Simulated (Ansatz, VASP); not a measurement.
# SnO2 in VASP and in Ansatz

```
Sn O
1.0
     3.25557    0.00000    0.00000
    -1.62778    2.81941    0.00000
     0.00000    0.00000   10.06508
Sn O
2 4
Direct
  0.00000 0.00000 0.50000
  0.00000 0.00000 0.00000
  0.66667 0.33333 0.40187
  0.66667 0.33333 0.09813
  0.33333 0.66667 0.59813
  0.33333 0.66667 0.90187
```

Alike in both runs: task single point; functional PBE; dispersion D3(BJ); k mesh 12 × 12 × 4; occupations gaussian, width 0.05 eV; no spin polarisation.

```csv
,VASP,Ansatz
version,VASP 6.6.1,Ansatz 0.2.0
potentials or method,"VASP PAW PBE potentials, release 64 (Sn_d, O), cutoff 520 eV","scalar-relativistic, plane waves, PAW"
valence electrons in the cell,52,52
```

VASP gave:

```
gap on the k mesh at the Fermi level (eV)                     : 1.73
least direct gap on the mesh (eV)                             : 2.11
pressure (GPa)                                                : -1.7
traceless stress, the component that is largest in VASP (GPa) : 2.97
rms of the force components (eV/Å)                            : 0.054
```

Estimate Ansatz's values.

gap on the k mesh at the Fermi level (eV): 1.76; least direct gap on the mesh (eV): 2.13; pressure (GPa): -2.2; traceless stress, the component that is largest in VASP (GPa): 3.31; rms of the force components (eV/Å): 0.032.

Atom by atom the forces differ by 0.022 eV/Å (rms over components).
